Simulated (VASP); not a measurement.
Write the native input for VASP 6.6.1 that does the following.

```yaml
Task: single point
Functional: PBEsol
Potentials_or_basis: VASP PAW PBE potentials, release 64 (P)
Cutoff: 520 eV
k_mesh: 13 × 13 × 11
Occupations: fermi-dirac, width 0.1 eV
Spin: no spin polarisation
Dipole_correction: no
Further_INCAR_settings: ALGO = Normal; EDIFF = 1e-06; NBANDS = 12
```

The structure of P lies in POSCAR:

```
P
1.0
    3.1904747643      0.0000000000      0.0000000000
   -1.5952373821      2.7630321960      0.0000000000
    0.0000000000      0.0000000000      3.1548155228
P
2
Direct
    0.3333333333      0.6666666667      0.2500000000
    0.6666666667      0.3333333333      0.7500000000
```

This cell differs from its parent crystal: volume scaled by 0.96.

One way to write it, as run:

INCAR

```
ALGO = Normal
EDIFF = 1E-6
ENCUT = 520
GGA = PS
ISIF = 2
ISMEAR = -1
LASPH = T
LCHARG = F
LREAL = F
LWAVE = F
NBANDS = 12
NELM = 100
PREC = Accurate
SIGMA = 0.1
```

KPOINTS

```
k-points
0
Gamma
  13 13 11
```

Potentials or basis: VASP PAW PBE potentials, release 64 (P).

The run is started by

```console
$ cat potpaw_PBE.64/P/POTCAR > POTCAR
$ mpirun -np 1 vasp_std > vasp.out
```

It gave:

```json
{"Pressure": "5.2 GPa", "Band gap on the k mesh": "zero (band 5 reaches 12.56 eV, above the bottom of band 6 at 6.58 eV)"}
```

Caveat: the PAW data sets were made with another functional, which shifts forces and pressure a little.

Wall time 15 s on 1 thread of Intel(R) Xeon(R) Platinum 8488C (Sapphire Rapids) (shared host), peak memory 0.15 GiB.
